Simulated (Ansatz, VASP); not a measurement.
## Ti3Al3Cu2 in VASP and in Ansatz

The input INCAR:

```
PREC     = Accurate       # precision mode
ENCUT    = 520            # plane-wave cutoff, eV
EDIFF    = 1E-7           # SCF threshold, eV
ISMEAR   = 0              # smearing method
SIGMA    = 0.2            # smearing width, eV
LREAL    = F              # projectors in reciprocal space
LASPH    = T              # aspherical terms in the spheres
NELM     = 150            # most SCF steps
ALGO     = Normal         # electronic algorithm
ISIF     = 2              # what is computed and relaxed
LWAVE    = F              # write WAVECAR
LCHARG   = F              # write CHGCAR
ISPIN    = 2              # spin polarisation
MAGMOM   = 0.62 0 0 0 0 0 0 0 # initial moments
LORBIT   = 11             # projections on sites
LMAXMIX  = 4              # l up to which the mixer works
GGA      = PE             # functional
NBANDS   = 48             # bands
```

Contents of KPOINTS:

```
regular mesh
0
Gamma
  8 8 2
```

The input POSCAR:

```
Ti3Al3Cu2
1.0
    2.8614750704      0.0000000000      0.0000000000
    0.0000000000      2.8614750704      0.0000000000
    0.0000000000      0.0000000000     14.6958054111
Ti Al Cu
3 3 2
Direct
    0.0000000000      0.0000000000      0.5000000000
    0.5000000000      0.5000000000      0.8647386399
    0.5000000000      0.5000000000      0.1352613601
    0.0000000000      0.0000000000      0.2702969017
    0.0000000000      0.0000000000      0.7297030983
    1.0000000000      0.0000000000      0.0000000000
    0.5000000000      0.5000000000      0.6226563071
    0.5000000000      0.5000000000      0.3773436929
```

Input for Ansatz:

```yaml
crystal:
  lattice:
    - [2.8614750704, 0.0, 0.0]
    - [0.0, 2.8614750704, 0.0]
    - [0.0, 0.0, 14.6958054111]
  atoms:
    - { symbol: Ti, position: [0.0, 0.0, 0.5], spin: 0.62 }
    - { symbol: Ti, position: [0.5, 0.5, 0.8647386399] }
    - { symbol: Ti, position: [0.5, 0.5, 0.1352613601] }
    - { symbol: Al, position: [0.0, 0.0, 0.2702969017] }
    - { symbol: Al, position: [0.0, 0.0, 0.7297030983] }
    - { symbol: Al, position: [1.0, 0.0, 0.0] }
    - { symbol: Cu, position: [0.5, 0.5, 0.6226563071] }
    - { symbol: Cu, position: [0.5, 0.5, 0.3773436929] }
basis:
  ecutwfc: 420
kpoints:
  mp_grid: { grid: [8, 8, 2] }
hamiltonian:
  xc: pbe
scf:
  occupations: { method: gaussian, width: 0.2 }
  lower_state_search: "off"
output:
  forces: true
  stress: true
  eigenvalues: true
  populations: true
magnetization:
  spin_polarized: true
```

Alike in both runs: task single point; functional PBE; k mesh 8 × 8 × 2; occupations gaussian, width 0.2 eV; collinear spin.

```csv
,VASP,Ansatz
version,VASP 6.6.1,Ansatz 0.2.0
potentials or method,"VASP PAW PBE potentials, release 64 (Ti_sv, Al, Cu), cutoff 520 eV","scalar-relativistic, plane waves, PAW"
valence electrons in the cell,67,83
```

```tsv
	VASP	Ansatz	Ansatz less VASP
gap on the k mesh at the Fermi level (eV)	none	none	-
pressure (GPa)	0.1	0.0	-0.09
rms of the force components (eV/Å)	0.013	0.015	+0.0019
net moment per atom (μB)	0.08	0.08	-0.001
size of the moment on the site where the two differ most (μB)	0.55	0.54	-0.012
```

Site moments also hang on the region over which each program counts them. Atom by atom the forces differ by 0.006 eV/Å (rms over components). A gap of «none» marks a metal or a gap that the smearing closes. With one functional, cell and mesh, what is left measures potentials, basis and numerics. VASP's potentials hold 67 valence electrons a cell and Ansatz's 83, so a difference there can come from the potentials and not from the codes.
